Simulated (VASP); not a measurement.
Write the native input for VASP 6.6.1 that does the following.

- Task: single point
- Functional: PBE
- Potentials or basis: VASP PAW PBE potentials, release 64 (Al, N)
- Cutoff: 520 eV
- k mesh: 8 × 8 × 6
- Occupations: gaussian, width 0.02 eV
- Spin: no spin polarisation
- Dipole correction: no
- Further INCAR settings: ALGO = Normal; EDIFF = 1e-07; NBANDS = 16

The structure of AlN lies in POSCAR:

```
AlN
1.0
    2.3006585251      2.3006585251      0.0000000000
   -2.3006585251      2.3006585251      0.0000000000
    0.0000000000      0.0000000000      4.6013170502
Al N
2 2
Direct
    0.0000000000      0.0000000000      0.0000000000
    0.5000000000      0.5000000000      0.5000000000
    0.5000000000      0.0000000000      0.2500000000
    0.0000000000      0.5000000000      0.7500000000
```

This cell differs from its parent crystal: equal strain along all axes, cell held: +4.5 %.

These files were run (other wordings do the same):

INCAR

```
SYSTEM = AlN
PREC = Accurate
ENCUT = 520
EDIFF = 1E-7
ISMEAR = 0
SIGMA = 0.02
LREAL = .FALSE.
LASPH = .TRUE.
NELM = 80
ALGO = Normal
ISIF = 2
LWAVE = .FALSE.
LCHARG = .FALSE.
GGA = PE
NBANDS = 16
```

KPOINTS

```
Automatic mesh
0
G
  8 8 6
  0 0 0
```

Potentials or basis: VASP PAW PBE potentials, release 64 (Al, N).

Command:

```bash
$ cat potpaw_PBE.64/Al/POTCAR potpaw_PBE.64/N/POTCAR > POTCAR
$ mpirun -np 1 vasp_std > vasp.out
```

It gave:

* Pressure: -19.8 GPa
* Band gap on the k mesh: 2.88 eV

Caveat: the cell differs from its parent crystal (equal strain along all axes, cell held: +4.5 %).

Wall time 18 s on 1 thread of AMD EPYC 9R45 96-Core Processor (Zen 5), with other jobs on the host, peak memory 0.14 GiB.
